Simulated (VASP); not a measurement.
# SbS2 (P6_3/mmc) in VASP: a series of runs

Runs on SbS2. Level: PBE. Tasks: single point, relaxation of cell and atoms.

Everything below comes from runs of VASP 6.6.1. Logs are shortened: lines on timing, memory, paths and dates and some standing lists are left out, and cuts for length are marked.

### Step 1. The cell of the first run

Symmetry: P6_3/mmc, No. 194, hexagonal system. The conventional cell has a = 3.056 Å, b = 3.056 Å, c = 14.256 Å, α = 90.00°, β = 90.00°, γ = 120.00°. Within 3.1 Å of Sb (site symmetry -6m2) lie 6 S at 2.32 Å and 6 Sb at 3.06 Å. S (site symmetry 3m) has 3 Sb at 2.32 Å and 7 S at 3.01 to 3.06 Å within 3.1 Å.

### Step 2. Single point, PBE

Input file INCAR:

```
  PREC = Accurate
  ENCUT = 520
  EDIFF = 1E-6
  ISMEAR = 0
  SIGMA = 0.1
  LREAL = F
  LASPH = T
  NELM = 60
  ALGO = Normal
  ISIF = 2
  LWAVE = F
  LCHARG = F
  GGA = PE
  NBANDS = 26
```

Input file KPOINTS:

```
regular mesh
0
Gamma
  6 6 2
```

Input file POSCAR:

```
SbS2
1.0
    3.0558662953      0.0000000000      0.0000000000
   -1.5279331476      2.6464578423      0.0000000000
    0.0000000000      0.0000000000     14.2559181149
Sb S
2 4
Direct
    0.3333333333      0.6666666667      0.2500000000
    0.6666666667      0.3333333333      0.7500000000
    0.3333333333      0.6666666667      0.6443541580
    0.6666666667      0.3333333333      0.1443541580
    0.3333333333      0.6666666667      0.8556458420
    0.6666666667      0.3333333333      0.3556458420
```

Potentials or basis: VASP PAW PBE potentials, release 64 (Sb, S).

Launch:

```sh
$ cat potpaw_PBE.64/Sb/POTCAR potpaw_PBE.64/S/POTCAR > POTCAR
$ mpirun -np 1 vasp_std > vasp.out
```

OUTCAR:

```text
PREC = Accurate
   ENCUT = 520
   EDIFF = 1E-6
   ISMEAR = 0
   LREAL = F
   LASPH = T
   NELM = 60
   ISIF = 2
   GGA = PE

 ion  position               nearest neighbor table
   1  0.333  0.667  0.250-   4 2.32   6 2.32   4 2.32   6 2.32   4 2.32   6 2.32
   2  0.667  0.333  0.750-   3 2.32   5 2.32   3 2.32   5 2.32   3 2.32   5 2.32
   3  0.333  0.667  0.644-   2 2.32   2 2.32   2 2.32
   4  0.667  0.333  0.144-   1 2.32   1 2.32   1 2.32
   5  0.333  0.667  0.856-   2 2.32   2 2.32   2 2.32
   6  0.667  0.333  0.356-   1 2.32   1 2.32   1 2.32

  LATTYP: Found a hexagonal cell.
 ALAT       =     3.0558662953
 C/A-ratio  =     4.6650987764

  Lattice vectors:

 A1 = (   3.0558662953,   0.0000000000,   0.0000000000)
 A2 = (  -1.5279331476,   2.6464578423,   0.0000000000)
 A3 = (   0.0000000000,   0.0000000000,  14.2559181149)

Analysis of symmetry for initial positions (statically):
=====================================================================
 Subroutine PRICEL returns:
 Original cell was already a primitive cell.

 Routine SETGRP: Setting up the symmetry group for a
 hexagonal supercell.

 Subroutine GETGRP returns: Found 24 space group operations
 (whereof 12 operations were pure point group operations)
 out of a pool of 24 trial point group operations.

The static configuration has the point symmetry D_3d.
 The point group associated with its full space group is D_6h.

Analysis of symmetry for dynamics (positions and initial velocities):
=====================================================================
 Subroutine PRICEL returns:
 Original cell was already a primitive cell.

 Routine SETGRP: Setting up the symmetry group for a
 hexagonal supercell.

 Subroutine GETGRP returns: Found 24 space group operations
 (whereof 12 operations were pure point group operations)
 out of a pool of 24 trial point group operations.

The dynamic configuration has the point symmetry D_3d.
 The point group associated with its full space group is D_6h.

 Subroutine INISYM returns: Found 24 space group operations
 (whereof 12 operations are pure point group operations),
 and found     1 'primitive' translations

----------------------------------------------------------------------------------------

                                     Primitive cell

  volume of cell :     115.2908

  direct lattice vectors                    reciprocal lattice vectors
     3.055866295  0.000000000  0.000000000     0.327239448  0.188931783  0.000000000
    -1.527933148  2.646457842  0.000000000     0.000000000  0.377863567  0.000000000
     0.000000000  0.000000000 14.255918115     0.000000000  0.000000000  0.070146306

  length of vectors
     3.055866295  3.055866295 14.255918115     0.377863567  0.377863567  0.070146306

  position of ions in fractional coordinates (direct lattice)
     0.333333333  0.666666667  0.250000000
     0.666666667  0.333333333  0.750000000
     0.333333333  0.666666667  0.644354158
     0.666666667  0.333333333  0.144354158
     0.333333333  0.666666667  0.855645842
     0.666666667  0.333333333  0.355645842

  ion indices of the primitive-cell ions
   primitive index   ion index
                 1           1
                 2           2
                 3           3
                 4           4
                 5           5
                 6           6

----------------------------------------------------------------------------------------

 KPOINTS: regular mesh

Automatic generation of k-mesh.
 Grid dimensions read from file:
 generate k-points for:    6    6    2

 Generating k-lattice:

  Cartesian coordinates                     Fractional coordinates (reciprocal lattice)
     0.054539908  0.031488631  0.000000000     0.166666667 -0.000000000  0.000000000
     0.000000000  0.062977261  0.000000000     0.000000000  0.166666667  0.000000000
     0.000000000  0.000000000  0.035073153     0.000000000  0.000000000  0.500000000

  Length of vectors
     0.062977261  0.062977261  0.035073153

  Shift w.r.t. Gamma in fractional coordinates (k-lattice)
     0.000000000  0.000000000  0.000000000

 Subroutine IBZKPT returns following result:
 ===========================================

 Found     14 irreducible k-points:

 Following reciprocal coordinates:
            Coordinates               Weight
  0.000000  0.000000  0.000000      1.000000
  0.166667 -0.000000  0.000000      6.000000
  0.333333  0.000000  0.000000      6.000000
  0.500000  0.000000  0.000000      3.000000
  0.166667  0.166667  0.000000      6.000000
  0.333333  0.166667  0.000000     12.000000
  0.333333  0.333333  0.000000      2.000000
  0.000000  0.000000  0.500000      1.000000
  0.166667 -0.000000  0.500000      6.000000
  0.333333  0.000000  0.500000      6.000000
  0.500000  0.000000  0.500000      3.000000
  0.166667  0.166667  0.500000      6.000000
  0.333333  0.166667  0.500000     12.000000
  0.333333  0.333333  0.500000      2.000000
[... 76 lines left out ...]
      1     -11.4699      2.00000
      2     -11.4652      2.00000
      3      -7.9940      2.00000
      4      -7.9685      2.00000
      5      -1.1346      2.00000
      6      -0.9227      2.00000
[... 18 lines left out ...]
     25      13.8573      0.00000
     26      13.9014      0.00000

 k-point     2 :       0.1667   -0.0000    0.0000
  band No.  band energies     occupation
      1     -10.9102      2.00000
      2     -10.9053      2.00000
      3      -7.4948      2.00000
      4      -7.4697      2.00000
      5      -0.8021      2.00000
      6      -0.6168      2.00000
[... 18 lines left out ...]
     25      14.0369      0.00000
     26      14.5916      0.00000

 k-point     3 :       0.3333    0.0000    0.0000
  band No.  band energies     occupation
      1      -9.3097      2.00000
      2      -9.3048      2.00000
      3      -6.1639      2.00000
      4      -6.1413      2.00000
      5      -1.7506      2.00000
      6      -1.7468      2.00000
[... 18 lines left out ...]
     25      13.5648      0.00000
     26      14.3399      0.00000

 k-point     4 :       0.5000    0.0000    0.0000
  band No.  band energies     occupation
      1      -7.7178      2.00000
      2      -7.7141      2.00000
      3      -5.0937      2.00000
      4      -5.0809      2.00000
      5      -4.1701      2.00000
      6      -4.1662      2.00000
[... 18 lines left out ...]
     25      13.3021      0.00000
     26      13.8566      0.00000

 k-point     5 :       0.1667    0.1667    0.0000
  band No.  band energies     occupation
      1      -9.8212      2.00000
      2      -9.8163      2.00000
      3      -6.5683      2.00000
      4      -6.5445      2.00000
      5      -0.7409      2.00000
      6      -0.6825      2.00000
[... 18 lines left out ...]
     25      14.1986      0.00000
     26      15.0249      0.00000

 k-point     6 :       0.3333    0.1667    0.0000
  band No.  band energies     occupation
      1      -7.9441      2.00000
      2      -7.9395      2.00000
      3      -5.1866      2.00000
      4      -5.1703      2.00000
      5      -3.1551      2.00000
      6      -3.1501      2.00000
[... 137 lines left out ...]
 k-point    11 :       0.5000    0.0000    0.5000
  band No.  band energies     occupation
      1      -7.7160      2.00000
      2      -7.7160      2.00000
      3      -5.0873      2.00000
      4      -5.0873      2.00000
      5      -4.1681      2.00000
      6      -4.1681      2.00000
[... 18 lines left out ...]
     25      13.3944      0.00000
     26      13.3944      0.00000

 k-point    12 :       0.1667    0.1667    0.5000
  band No.  band energies     occupation
      1      -9.8188      2.00000
      2      -9.8188      2.00000
      3      -6.5564      2.00000
      4      -6.5564      2.00000
      5      -0.7114      2.00000
      6      -0.7114      2.00000
[... 18 lines left out ...]
     25      14.2246      0.00000
     26      14.2246      0.00000

 k-point    13 :       0.3333    0.1667    0.5000
  band No.  band energies     occupation
      1      -7.9418      2.00000
      2      -7.9418      2.00000
      3      -5.1785      2.00000
      4      -5.1785      2.00000
      5      -3.1526      2.00000
      6      -3.1526      2.00000
[... 18 lines left out ...]
     25      14.4386      0.00000
     26      14.4386      0.00000

 k-point    14 :       0.3333    0.3333    0.5000
  band No.  band energies     occupation
      1      -6.8818      2.00000
      2      -6.8818      2.00000
      3      -4.5643      2.00000
      4      -4.5643      2.00000
      5      -3.5478      2.00000
      6      -3.5478      2.00000
[... 18 lines left out ...]
     25      15.6023      0.00000
     26      15.6023      0.00000

------------------------ aborting loop because EDIFF is reached ----------------------------------------

  FORCE on cell =-STRESS in cart. coord.  units (eV):
  Direction    XX          YY          ZZ          XY          YZ          ZX
  --------------------------------------------------------------------------------------
  -------------------------------------------------------------------------------------
  Total       41.3036546     41.3036546     45.3711739      0.0000000     -0.0000000      0.0000000
  in kB      573.9902847    573.9902847    630.5159499      0.0000000     -0.0000000      0.0000000
  external PRESSURE =     592.8321731 kB  Pullay stress =       0.0000000 kB

 VOLUME and BASIS-vectors are now :
 -----------------------------------------------------------------------------
  energy-cutoff  :      520.00
  volume of cell :      115.29
      direct lattice vectors                 reciprocal lattice vectors
     3.055866295  0.000000000  0.000000000     0.327239448  0.188931783  0.000000000
    -1.527933148  2.646457842  0.000000000     0.000000000  0.377863567  0.000000000
     0.000000000  0.000000000 14.255918115     0.000000000  0.000000000  0.070146306

 POSITION                                       TOTAL-FORCE (eV/Angst)
 -----------------------------------------------------------------------------------
     -0.00000      1.76431      3.56398        -0.000000      0.000000      0.000000
      1.52793      0.88215     10.69194         0.000000     -0.000000      0.000000
     -0.00000      1.76431      9.18586         0.000000      0.000000     -7.546583
      1.52793      0.88215      2.05790        -0.000000     -0.000000     -7.546583
     -0.00000      1.76431     12.19802         0.000000      0.000000      7.546583
      1.52793      0.88215      5.07006        -0.000000     -0.000000      7.546583
 -----------------------------------------------------------------------------------
    total drift:                                0.000000     -0.000000      0.000000

  FREE ENERGIE OF THE ION-ELECTRON SYSTEM (eV)
  ---------------------------------------------------
  free  energy   TOTEN  =       -15.5503775930 eV

  energy  without entropy=      -15.5276186049  energy(sigma->0) =      -15.53899810
```

Run time: 28 s. Hardware: 1 thread of Intel Xeon Platinum 8488C (Sapphire Rapids), shared host; peak memory 0.24 GiB.

What came out:

| Item | Value |
| --- | --- |
| Free energy | -15.5504 eV |
| Pressure | 59.3 GPa |
| Largest force | 7.547 eV/Å |
| Band gap on the k mesh | zero (bands 17 and 18 overlap by 2.97 eV) |

Forces on the atoms (eV/Å):
```
Sb   0.000  0.000  0.000
Sb   0.000  0.000  0.000
S    0.000  0.000 -7.547
S    0.000  0.000 -7.547
S    0.000  0.000  7.547
S    0.000  0.000  7.547
```

Caveat: the k points lie up to 0.40 Å⁻¹ apart, too coarse for converged energies and pressures of a metal; spin-orbit coupling is left out, which moves the levels of the heavy elements; this functional lacks dispersion, which binds layers or chains, so the pressure and a relaxed spacing across them are unreliable; forces of over 1 eV/Å act on the atoms, so gaps and moduli don't describe the material at rest.

### Step 3. Single point, PBE

This run uses another cell than the first one, of 24.74 Å³/atom.

Input file INCAR:

```
SYSTEM = SbS2
PREC = Accurate ; ENCUT = 520
EDIFF = 1E-6 ; ISMEAR = 0
SIGMA = 0.1 ; LREAL = .FALSE.
LASPH = .TRUE. ; NELM = 80
ALGO = Normal ; ISIF = 2
LWAVE = .FALSE. ; LCHARG = .FALSE.
GGA = PE ; NBANDS = 26
```

Input file KPOINTS:

```
Automatic mesh
0
G
  6 6 2
  0 0 0
```

Input file POSCAR:

```
SbS2
1.0
    3.6504372993      0.0000000000      0.0000000000
   -1.8252186496      3.1613714361      0.0000000000
    0.0000000000      0.0000000000     12.8613285290
Sb S
2 4
Direct
    0.3333333333      0.6666666667      0.2500000000
    0.6666666667      0.3333333333      0.7500000000
    0.3333333333      0.6666666667      0.6187370183
    0.6666666667      0.3333333333      0.1187370183
    0.3333333333      0.6666666667      0.8812629817
    0.6666666667      0.3333333333      0.3812629817
```

Potentials or basis: VASP PAW PBE potentials, release 64 (Sb, S).

Launch:

```sh
$ cat potpaw_PBE.64/Sb/POTCAR potpaw_PBE.64/S/POTCAR > POTCAR
$ mpirun -np 1 vasp_std > vasp.out
```

It took 34 s on 1 thread of Intel Xeon Platinum 8488C (Sapphire Rapids), shared host; peak memory 0.26 GiB.

Results (log left out):

```yaml
Free_energy: -23.9347 eV
Pressure: -0.1 GPa
Largest_force: 0.018 eV/Å
Band_gap_on_the_k_mesh: zero (bands 17 and 18 overlap by 1.18 eV)
```

Forces on the atoms (eV/Å):
```
Sb   0.000  0.000  0.000
Sb   0.000  0.000  0.000
S    0.000  0.000  0.018
S    0.000  0.000  0.018
S    0.000  0.000 -0.018
S    0.000  0.000 -0.018
```

Stress tensor (GPa, compression positive):
```
 0.00  0.00  0.00
 0.00  0.00  0.00
 0.00  0.00 -0.17
```

Levels at points of the mesh, in eV from the Fermi level:
```csv
k point,band 14,band 15,band 16,band 17,band 18,band 19,band 20,band 21
"(0.00, 0.00, 0.00)",-0.63,-0.63,-0.50,-0.50,0.37,2.83,2.89,2.89
"(0.50, 0.00, 0.00)",-1.36,-1.23,-1.10,-0.74,-0.44,1.20,1.87,2.91
"(0.00, 0.00, 0.50)",-0.56,-0.56,-0.56,-0.09,-0.09,2.90,2.90,2.90
"(0.50, 0.00, 0.50)",-1.28,-1.23,-1.23,-0.72,-0.72,1.61,1.61,3.24
```

Caveat: spin-orbit coupling is left out, which moves the levels of the heavy elements; this functional lacks dispersion, which binds layers or chains, so the pressure and a relaxed spacing across them are unreliable.

### Step 4. Relaxation of cell and atoms, PBE

Input file INCAR:

```
SYSTEM = SbS2
  PREC = Accurate
  ENCUT = 600
  EDIFF = 1E-6
  ISMEAR = 0
  SIGMA = 0.1
  LREAL = .False.
  LASPH = .True.
  NELM = 80
  ALGO = Normal
  ISIF = 3
  LWAVE = .False.
  LCHARG = .False.
  GGA = PE
  IBRION = 2
  NSW = 80
  EDIFFG = -0.05
```

Input file KPOINTS:

```
Automatic mesh
0
Gamma
  6 6 2
  0 0 0
```

Input file POSCAR:

```
SbS2
1.0
    3.0558662953      0.0000000000      0.0000000000
   -1.5279331476      2.6464578423      0.0000000000
    0.0000000000      0.0000000000     14.2559181149
Sb S
2 4
Direct
    0.3333333333      0.6666666667      0.2500000000
    0.6666666667      0.3333333333      0.7500000000
    0.3333333333      0.6666666667      0.6443541580
    0.6666666667      0.3333333333      0.1443541580
    0.3333333333      0.6666666667      0.8556458420
    0.6666666667      0.3333333333      0.3556458420
```

Launch:

```sh
$ cat potpaw_PBE.64/Sb/POTCAR potpaw_PBE.64/S/POTCAR > POTCAR
$ mpirun -np 1 vasp_std > vasp.out
```

Run time: 3.9 min. Hardware: 1 thread of Intel Xeon Platinum 8488C (Sapphire Rapids), shared host; peak memory 0.27 GiB.

It converged, with:

| Quantity | Value |
| --- | --- |
| Free energy | -23.8819 eV |
| Relaxed volume | 28.15 Å³/atom |
| Relaxed cell | a = 3.646 Å, b = 3.646 Å, c = 14.670 Å, α = 90.00°, β = 90.00°, γ = 120.00° |
| Space group after relaxing (to 0.1 Å) | P6_3/mmc (No. 194) |
| Energy gained by relaxing | 1388.2 meV/atom |
| Ionic steps | 11 |
| Pressure after relaxing | 0.0 GPa |
| Largest force after relaxing | 0.036 eV/Å |
| Band gap on the k mesh | zero (bands 17 and 18 overlap by 1.24 eV) |

Forces on the atoms (eV/Å):
```
Sb   0.000  0.000  0.000
Sb   0.000  0.000  0.000
S    0.000  0.000 -0.036
S    0.000  0.000 -0.036
S    0.000  0.000  0.036
S    0.000  0.000  0.036
```

Stress tensor (GPa, compression positive):
```
 0.00  0.00  0.00
 0.00  0.00  0.00
 0.00  0.00 -0.08
```

The path:
```
step  energy change (eV)  largest force (eV/Å)  pressure (GPa)  volume (Å³)
   1              0.0000                7.5453           59.31       115.29
   2              0.0219                2.2570           -8.41       279.32
   3             -7.3451                1.5435           -2.56       168.52
   4             -7.4801                1.2588           -0.78       163.26
   5             -7.5350                0.8387            1.78       157.23
   6             -7.5346                0.9113            1.35       158.16
   7             -8.1362                0.5575           -0.18       165.56
   8             -8.3230                0.0818           -0.79       171.30
   9             -8.3232                0.1209           -0.76       170.97
  10             -8.3264                0.1476            0.50       167.54
  11             -8.3292                0.0361           -0.03       168.92
```

Final structure:
```
Sb S
1.0
     3.64634    0.00000    0.00000
    -1.82317    3.15782    0.00000
     0.00000    0.00000   14.67047
Sb S
2 4
Direct
  0.33333 0.66667 0.25000
  0.66667 0.33333 0.75000
  0.33333 0.66667 0.63546
  0.66667 0.33333 0.13546
  0.33333 0.66667 0.86454
  0.66667 0.33333 0.36454
```

Levels at points of the mesh, in eV from the Fermi level:
| k point | band 15 | band 16 | band 17 | band 18 | band 19 | band 20 |
| --- | --- | --- | --- | --- | --- | --- |
| (0.00, 0.00, 0.00) | -0.45 | -0.45 | -0.45 | 0.06 | 2.95 | 3.00 |
| (0.50, 0.00, 0.00) | -1.07 | -0.84 | -0.83 | -0.61 | 1.50 | 1.73 |
| (0.00, 0.00, 0.50) | -0.46 | -0.46 | -0.17 | -0.17 | 3.00 | 3.04 |
| (0.50, 0.00, 0.50) | -0.98 | -0.98 | -0.70 | -0.70 | 1.62 | 1.62 |

Caveat: the k points lie up to 0.33 Å⁻¹ apart in the final cell, too coarse for converged energies and pressures of a metal; the volume moved by over 15 % at a fixed basis, so the end points are rough; spin-orbit coupling is left out, which moves the levels of the heavy elements; this functional lacks dispersion, which binds layers or chains, so the pressure and a relaxed spacing across them are unreliable; the relaxation stopped at a loose force limit of 0.05 eV/Å, so its end isn't a converged minimum.

### Step 5. Summary

```tsv
task	cell	cutoff (eV)	gap on the mesh (eV)	pressure (GPa)	largest force (eV/Å)
single point	a = 3.056, b = 3.056, c = 14.256 Å, angles 90.0, 90.0, 120.0°, 6 atoms, atomic positions A	520	none	59.3	7.55
single point	a = 3.650, b = 3.650, c = 12.861 Å, angles 90.0, 90.0, 120.0°, 6 atoms, atomic positions B	520	none	-0.1	0.02
relaxation of cell and atoms	relaxed from a = 3.056, b = 3.056, c = 14.256 Å, angles 90.0, 90.0, 120.0°, 6 atoms, atomic positions A	600	none	0.0	0.04
```

Alike in all rows: level PBE; potentials or basis VASP PAW PBE potentials, release 64 (Sb, S); no spin polarisation; k mesh 6 × 6 × 2; smearing gaussian 0.1 eV.

Caveats: some runs use coarse meshes; spin-orbit coupling is left out, which moves the levels of the heavy elements; this functional lacks dispersion, which binds layers or chains, so the pressure and a relaxed spacing across them are unreliable; forces of over 1 eV/Å act on the atoms, so gaps and moduli don't describe the material at rest (at least some runs); the volume moved by over 15 % at a fixed basis, so the end points are rough (at least some runs); the relaxation stopped at a loose force limit of 0.05 eV/Å, so its end isn't a converged minimum (at least some runs).

Absolute energies hang on the potentials; compare differences alone.
